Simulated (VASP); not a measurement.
# MnAl3 (Fm-3m) in VASP: further runs, part 3 of 3

VASP 6.6.1. The steps go on from the part before.

## (4) Single point, PBE, collinear spin, zero start

This run uses another cell than the first one, of 14.04 Å³/atom, 1.008 times its volume.

INCAR

```
PREC = Accurate
ENCUT = 520
EDIFF = 1E-6
ISMEAR = 0
SIGMA = 0.1
LREAL = False
LASPH = True
NELM = 150
ALGO = Normal
ISIF = 2
LWAVE = False
LCHARG = True
ISPIN = 2
MAGMOM = 0 0 0 0
LORBIT = 11
NUPDOWN = 0.0
LMAXMIX = 4
GGA = PE
LELF = True
LVHAR = True
NBANDS = 23
```

KPOINTS

```
regular mesh
0
Gamma
  12 12 12
```

POSCAR

```
MnAl3
1.0
    0.0000000000      3.0393544795      3.0393544795
    3.0393544795      0.0000000000      3.0393544795
    3.0393544795      3.0393544795      0.0000000000
Al Mn
3 1
Direct
    0.2500000000      0.2500000000      0.2500000000
    0.7500000000      0.7500000000      0.7500000000
    0.5000000000      0.5000000000      0.5000000000
    0.0000000000      0.0000000000      0.0000000000
```

Potentials or basis: VASP PAW PBE potentials, release 64 (Al, Mn_pv).

Launch:

```
> cat potpaw_PBE.64/Al/POTCAR potpaw_PBE.64/Mn_pv/POTCAR > POTCAR
> mpirun -np 1 vasp_std > vasp.out
```

OUTCAR:

```text
PREC = Accurate
   ENCUT = 520
   EDIFF = 1E-6
   ISMEAR = 0
   LREAL = False
   LASPH = True
   NELM = 150
   ISIF = 2
   ISPIN = 2
   LORBIT = 11
   NUPDOWN = 0.0
   GGA = PE

 ion  position               nearest neighbor table
   1  0.250  0.250  0.250-   4 2.63   4 2.63   4 2.63   3 2.63   4 2.63   3 2.63   3 2.63   3 2.63
                             2 3.04   2 3.04   2 3.04   2 3.04   2 3.04   2 3.04
   2  0.750  0.750  0.750-   3 2.63   3 2.63   3 2.63   3 2.63   4 2.63   4 2.63   4 2.63   4 2.63
                             1 3.04   1 3.04   1 3.04   1 3.04   1 3.04   1 3.04
   3  0.500  0.500  0.500-   1 2.63   1 2.63   1 2.63   1 2.63   2 2.63   2 2.63   2 2.63   2 2.63
                             4 3.04   4 3.04   4 3.04   4 3.04   4 3.04   4 3.04
   4  0.000  0.000  0.000-   2 2.63   2 2.63   2 2.63   1 2.63   2 2.63   1 2.63   1 2.63   1 2.63
                             3 3.04   3 3.04   3 3.04   3 3.04   3 3.04   3 3.04

  LATTYP: Found a face centered cubic cell.
 ALAT       =     6.0787089590

  Lattice vectors:

 A1 = (   0.0000000000,   3.0393544795,   3.0393544795)
 A2 = (   3.0393544795,   0.0000000000,   3.0393544795)
 A3 = (   3.0393544795,   3.0393544795,   0.0000000000)

Analysis of symmetry for initial positions (statically):
=====================================================================
 Subroutine PRICEL returns:
 Original cell was already a primitive cell.

 Routine SETGRP: Setting up the symmetry group for a
 face centered cubic supercell.

 Subroutine GETGRP returns: Found 48 space group operations
 (whereof 48 operations were pure point group operations)
 out of a pool of 48 trial point group operations.

The static configuration has the point symmetry O_h .

Analysis of symmetry for dynamics (positions and initial velocities):
=====================================================================
 Subroutine PRICEL returns:
 Original cell was already a primitive cell.

 Routine SETGRP: Setting up the symmetry group for a
 face centered cubic supercell.

 Subroutine GETGRP returns: Found 48 space group operations
 (whereof 48 operations were pure point group operations)
 out of a pool of 48 trial point group operations.

The dynamic configuration has the point symmetry O_h .

Analysis of structural, dynamic, and magnetic symmetry:
=====================================================================
 Subroutine PRICEL returns:
 Original cell was already a primitive cell.

 Routine SETGRP: Setting up the symmetry group for a
 face centered cubic supercell.

 Subroutine GETGRP returns: Found 48 space group operations
 (whereof 48 operations were pure point group operations)
 out of a pool of 48 trial point group operations.

The overall configuration has the point symmetry O_h .

 Subroutine INISYM returns: Found 48 space group operations
 (whereof 48 operations are pure point group operations),
 and found     1 'primitive' translations

----------------------------------------------------------------------------------------

                                     Primitive cell

  volume of cell :      56.1531

  direct lattice vectors                    reciprocal lattice vectors
     0.000000000  3.039354480  3.039354480    -0.164508616  0.164508616  0.164508616
     3.039354480  0.000000000  3.039354480     0.164508616 -0.164508616  0.164508616
     3.039354480  3.039354480  0.000000000     0.164508616  0.164508616 -0.164508616

  length of vectors
[... 91 lines left out ...]
   NFREE  =      0    steps in history (QN), initial steepest desc. (CG)
   ISIF   =      2    stress and relaxation
   ISYM   =      2    0-nonsym 1-usesym 2-fastsym
   POTIM  = 0.5000    time-step for ionic-motion
   TEBEG  =    0.0;   TEEND  =   0.0 temperature during run
   PSTRESS=    0.0 pullay stress
   NELECT =      22.0000    total number of electrons
   NUPDOWN=       0.0000    fix difference up-down
   EMIN   =  10.00;   EMAX   =-10.00  energy-range for DOS
   EFERMI =   0.00;   METHOD = LEGACY
   ISMEAR =     0;   SIGMA  =   0.10  broadening in eV -4-tet -1-fermi 0-gaus
   EFERMI_NEDOS =   21; number of points for ismear=-14 and -15
   IALGO  =     38    algorithm
   IMIX   =      4    mixing-type and parameters
     AMIX     =   0.40;   BMIX     =  1.00
     AMIX_MAG =   1.60;   BMIX_MAG =  1.00
  volume/ion in A,a.u.               =      14.04        94.74
  Fermi-wavevector in a.u.,A,eV,Ry     =   1.197910  2.263723 19.524218  1.434990
  Thomas-Fermi vector in A             =   2.333813
   LORBIT       =     11    0 simple, 1 ext, 2 COOP (PROOUT), +10 PAW based schemes
   GGA     = PE    functional components
   LHFCALC =     F    Hartree Fock is set to
   AEXX    =    0.0000 exact exchange contribution
   IVDW    =     0    specifies the selected vdW correction
   LEPSILON=     F    determine dielectric tensor
   LRPA    =     F    only Hartree local field effects (RPA)
 spin polarized calculation
 Gauss-broadening in eV      SIGMA  =   0.10
  energy-cutoff  :      520.00
  volume of cell :       56.15
 maximum number of plane-waves:      1540
   NGX = 15   NGY = 15   NGZ = 15

 number of electron      22.0000008 magnetization       0.0000000

 number of electron      22.0000008 magnetization      -0.0000000

 Free energy of the ion-electron system (eV)
  ---------------------------------------------------
  ext. energy  EPLUGINS =         0.00000000
  ---------------------------------------------------
  free energy    TOTEN  =       -19.83240859 eV

  energy without entropy =      -19.80948813  energy(sigma->0) =      -19.82094836

 E-fermi :   9.0445     XC(G=0): -11.1961

 val. band max:        9.0411944703   @ k =  -0.3333   0.4167   0.0833
 cond. band min:       9.0490570946   @ k =  -0.4167   0.1667   0.0833
 fundamental gap:      0.0078626243
 Fermi energy:         9.0444887112

 spin component 1

 k-point     1 :       0.0000    0.0000    0.0000
  band No.  band energies     occupation
      1     -38.1903      1.00000
      2     -38.1903      1.00000
      3     -38.1903      1.00000
      4      -2.0980      1.00000
      5       6.5519      1.00000
      6       6.5519      1.00000
[... 613 lines left out ...]
     22      19.7220      0.00000
     23      20.7391      0.00000

 [... further k-points ...]

 spin component 2

 k-point     1 :       0.0000    0.0000    0.0000
  band No.  band energies     occupation
      1     -38.1903      1.00000
      2     -38.1903      1.00000
      3     -38.1903      1.00000
      4      -2.0980      1.00000
      5       6.5519      1.00000
      6       6.5519      1.00000
[... 613 lines left out ...]
     22      19.7220      0.00000
     23      20.7391      0.00000

 [... further k-points ...]

------------------------ aborting loop because EDIFF is reached ----------------------------------------

  FORCE on cell =-STRESS in cart. coord.  units (eV):
  Direction    XX          YY          ZZ          XY          YZ          ZX
  --------------------------------------------------------------------------------------
  -------------------------------------------------------------------------------------
  Total       -0.8292488     -0.8292488     -0.8292488     -0.0000000     -0.0000000      0.0000000
  in kB      -23.6603608    -23.6603608    -23.6603608     -0.0000000     -0.0000000      0.0000000
  external PRESSURE =     -23.6603608 kB  Pullay stress =       0.0000000 kB

 VOLUME and BASIS-vectors are now :
 -----------------------------------------------------------------------------
  energy-cutoff  :      520.00
  volume of cell :       56.15
      direct lattice vectors                 reciprocal lattice vectors
     0.000000000  3.039354480  3.039354480    -0.164508616  0.164508616  0.164508616
     3.039354480  0.000000000  3.039354480     0.164508616 -0.164508616  0.164508616
     3.039354480  3.039354480  0.000000000     0.164508616  0.164508616 -0.164508616

 POSITION                                       TOTAL-FORCE (eV/Angst)
 -----------------------------------------------------------------------------------
      1.51968      1.51968      1.51968        -0.000000     -0.000000     -0.000000
      4.55903      4.55903      4.55903         0.000000      0.000000      0.000000
      3.03935      3.03935      3.03935        -0.000000      0.000000      0.000000
      0.00000      0.00000      0.00000         0.000000      0.000000      0.000000
 -----------------------------------------------------------------------------------
    total drift:                                0.000000     -0.000000     -0.000000

  FREE ENERGIE OF THE ION-ELECTRON SYSTEM (eV)
  ---------------------------------------------------
  free  energy   TOTEN  =       -19.8324085920 eV

  energy  without entropy=      -19.8094881325  energy(sigma->0) =      -19.82094836

 total charge

# of ion       s       p       d       tot
------------------------------------------
    1        0.392   0.398   0.000   0.790
    2        0.392   0.398   0.000   0.790
    3        0.386   0.395   0.000   0.781
    4        0.331   6.216   5.269  11.817
--------------------------------------------------
tot          1.502   7.406   5.269  14.177

 magnetization (x)

# of ion       s       p       d       tot
------------------------------------------
    1       -0.000  -0.000   0.000  -0.000
    2       -0.000  -0.000   0.000  -0.000
    3       -0.000  -0.000   0.000  -0.000
    4        0.000   0.000  -0.000  -0.000
--------------------------------------------------
tot         -0.000  -0.000  -0.000  -0.000
```

OSZICAR:

```text
N       E                     dE             d eps       ncg     rms          rms(c)
DAV:   1     0.127077701135E+03    0.12708E+03   -0.10902E+04  6808   0.915E+02
DAV:   2    -0.171537864512E+02   -0.14423E+03   -0.13908E+03  7121   0.247E+02
DAV:   3    -0.220685651424E+02   -0.49148E+01   -0.48398E+01  8076   0.482E+01
DAV:   4    -0.221412560534E+02   -0.72691E-01   -0.72656E-01  7605   0.591E+00
DAV:   5    -0.221432350993E+02   -0.19790E-02   -0.19790E-02  8244   0.990E-01    0.170E+01
DAV:   6    -0.376739521066E+02   -0.15531E+02   -0.11656E+02  7205   0.719E+01    0.436E+01
DAV:   7    -0.199491319717E+02    0.17725E+02   -0.38224E+01  7562   0.633E+01    0.420E+00
DAV:   8    -0.198850121258E+02    0.64120E-01   -0.10967E+00  7562   0.550E+00    0.214E+00
DAV:   9    -0.198384527448E+02    0.46559E-01   -0.15716E-01  7660   0.322E+00    0.107E+00
DAV:  10    -0.198335224722E+02    0.49303E-02   -0.13572E-02  7870   0.818E-01    0.529E-01
DAV:  11    -0.198327146260E+02    0.80785E-03   -0.81202E-04  7758   0.191E-01    0.283E-01
DAV:  12    -0.198324086556E+02    0.30597E-03   -0.88698E-04  7989   0.216E-01    0.427E-02
DAV:  13    -0.198324091001E+02   -0.44453E-06   -0.30006E-05  7569   0.326E-02    0.180E-02
DAV:  14    -0.198324085920E+02    0.50816E-06   -0.54514E-07  4964   0.459E-03
   1 F= -.19832409E+02 E0= -.19820948E+02  d E =-.229205E-01  mag=    -0.0000
```

Run time: 3.4 min. Hardware: 1 thread of Intel Xeon 8259CL, shared host; peak memory 0.29 GiB.

Results:

```yaml
Free_energy: -19.8324 eV
Pressure: -2.4 GPa
Net_moment: 0.00 μB per cell
Valence_electrons_inside_the_program's_atomic_spheres: Al 0.79, 0.78; Mn 11.82
```

Caveat: the total moment is fixed, so each spin has its own Fermi level.

## (5) Overview

| spin | fixed moment (μB) | cell | k mesh | gap on the mesh (eV) | pressure (GPa) | moment (μB) |
| --- | --- | --- | --- | --- | --- | --- |
| collinear, ferromagnetic start | - | a = 4.287 Å, angles 60.0°, 4 atoms | 6 × 6 × 6 | none | 0.5 | 1.21 |
| off | - | a = 4.298 Å, angles 60.0°, 4 atoms | 12 × 12 × 12 | none | -2.3 | - |
| collinear, zero start | 0.0 | a = 4.298 Å, angles 60.0°, 4 atoms | 12 × 12 × 12 | - | -2.4 | 0.00 |

Alike in all rows: task single point; level PBE; potentials or basis VASP PAW PBE potentials, release 64 (Al, Mn_pv); cutoff (eV) 520; smearing gaussian 0.1 eV.

Caveats: the moment fell far below its start of 4 μB, so a state of higher moment may lie lower in energy (some runs); the total moment is fixed, so each spin has its own Fermi level (some runs).

Total energies depend on the potentials used, so only differences within one code and one set of settings carry meaning.
